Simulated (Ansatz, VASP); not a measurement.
**CdS in VASP and in Ansatz**

```
Cd S
1.0
     4.13480   -0.02067   -0.02067
    -2.08530    3.59118   -0.00757
    -0.03374   -0.03374    6.74900
Cd S
2 2
Direct
  0.33333 0.66667 0.00000
  0.66667 0.33333 0.50000
  0.33333 0.66667 0.38500
  0.66667 0.33333 0.88500
```

Change from the starting cell: equal xy, yz and zx shear strains of -1 %.

Alike in both runs: task single point; functional LDA; k mesh 8 × 8 × 4; occupations fermi-dirac, width 0.02 eV; no spin polarisation.

```csv
,VASP,Ansatz
version,VASP 6.6.1,Ansatz 0.2.0
potentials or method,"VASP PAW LDA potentials, release 64 (Cd, S), cutoff 520 eV","all-electron LAPW, scalar-relativistic"
```

VASP gave:

```
gap on the k mesh at the Fermi level (eV)                     : 0.95
pressure (GPa)                                                : -2.3
traceless stress, the component that is largest in VASP (GPa) : -1.28
rms of the force components (eV/Å)                            : 0.151
```

Q: Which values does Ansatz return?

A: gap on the k mesh at the Fermi level (eV): 0.92; pressure (GPa): -2.7; traceless stress, the component that is largest in VASP (GPa): -1.20; rms of the force components (eV/Å): 0.145.

LDA's correlation is that of Perdew and Zunger in VASP and of Perdew and Wang (1992) in Ansatz. Atom by atom the forces differ by 0.006 eV/Å (rms over components). Ansatz ran all-electron here, and VASP with PAW potentials.
